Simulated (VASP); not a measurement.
Write the native input for VASP 6.6.1 that does the following.

| Item | Value |
| --- | --- |
| Task | single point |
| Functional | PBEsol |
| Potentials or basis | VASP PAW PBE potentials, release 64 (W_sv) |
| Cutoff | 520 eV |
| k mesh | 26 × 26 × 26 |
| Occupations | gaussian, width 0.15 eV |
| Spin | no spin polarisation |
| Dipole correction | no |
| Further INCAR settings | ALGO = Fast; EDIFF = 1e-06; NBANDS = 13 |

The structure of W lies in POSCAR:

```
W
1.0
   -1.5771801398      1.6560391468      1.5771801398
    1.5771801398     -1.6560391468      1.5771801398
    1.5771801398      1.6560391468     -1.5771801398
W
1
Direct
    0.0000000000      0.0000000000      0.0000000000
```

This cell differs from its parent crystal: strain +0.0500 x Voigt [0, 1, 0, 0, 0, 0].

The input as run:

INCAR

```
PREC     = Accurate       # precision mode
ENCUT    = 520            # plane-wave cutoff, eV
EDIFF    = 1E-6           # SCF threshold, eV
ISMEAR   = 0              # smearing method
SIGMA    = 0.15           # smearing width, eV
LREAL    = F              # projectors in reciprocal space
LASPH    = T              # aspherical terms in the spheres
NELM     = 100            # most SCF steps
ALGO     = Fast           # electronic algorithm
ISIF     = 2              # what is computed and relaxed
LWAVE    = F              # write WAVECAR
LCHARG   = F              # write CHGCAR
GGA      = PS             # functional
NBANDS   = 13             # bands
```

KPOINTS

```
Automatic mesh
0
Gamma
  26 26 26
```

Potentials or basis: VASP PAW PBE potentials, release 64 (W_sv).

Command:

```console
$ cat potpaw_PBE.64/W_sv/POTCAR > POTCAR
$ mpirun -np 1 vasp_std > vasp.out
```

It gave:

* Pressure: -13.5 GPa
* Band gap on the k mesh: zero (bands 7 and 8 overlap by 5.64 eV)

Caveat: the cell differs from its parent crystal (strain +0.0500 x Voigt [0, 1, 0, 0, 0, 0]); the stress differs along the axes, from -23 to -9 GPa; the PAW data sets were made with another functional, which shifts forces and pressure a little; spin-orbit coupling is left out, which moves the levels of the heavy elements.

Wall time 120 s on 1 thread of Intel(R) Xeon(R) Platinum 8488C (Sapphire Rapids), on a shared host, peak memory 0.37 GiB.
